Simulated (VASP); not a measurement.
Input of a VASP 6.6.1 run:

INCAR

```
SYSTEM = ZnSe
ALGO = Normal
EDIFF = 1E-7
EDIFFG = -0.002
ENCUT = 600
GGA = PS
IBRION = 2
ISIF = 3
ISMEAR = 0
LASPH = .True.
LCHARG = .False.
LREAL = .False.
LWAVE = .False.
NELM = 60
NSW = 100
PREC = Accurate
PSTRESS = 70.0
SIGMA = 0.01
```

File KPOINTS:

```
k-points
0
Gamma
  8 8 8
  0 0 0
```

Contents of POSCAR:

```
ZnSe
1.0
    0.0000000000      2.8165937340      2.8165937340
    2.8165937340      0.0000000000      2.8165937340
    2.8165937340      2.8165937340      0.0000000000
Zn Se
1 1
Direct
    0.0000000000      0.0000000000      0.0000000000
    0.7500000000      0.7500000000      0.7500000000
```

Potentials or basis: VASP PAW PBE potentials, release 64 (Zn, Se).

Launch:

```sh
$ cat potpaw_PBE.64/Zn/POTCAR potpaw_PBE.64/Se/POTCAR > POTCAR
$ mpirun -np 1 vasp_std > vasp.out
```

(1) Predict the space group after relaxing (to 0.05 Å).

(2) Predict the relaxed cell.

(3) Estimate the band gap on the k mesh.

## Answers

(1) F-43m (No. 216).

(2) a = 3.873 Å, b = 3.873 Å, c = 3.873 Å, α = 60.00°, β = 60.00°, γ = 60.00°.

(3) 1.59 eV, direct.

Caveat: the cell is relaxed towards a set pressure, so the enthalpy falls and the energy may rise.
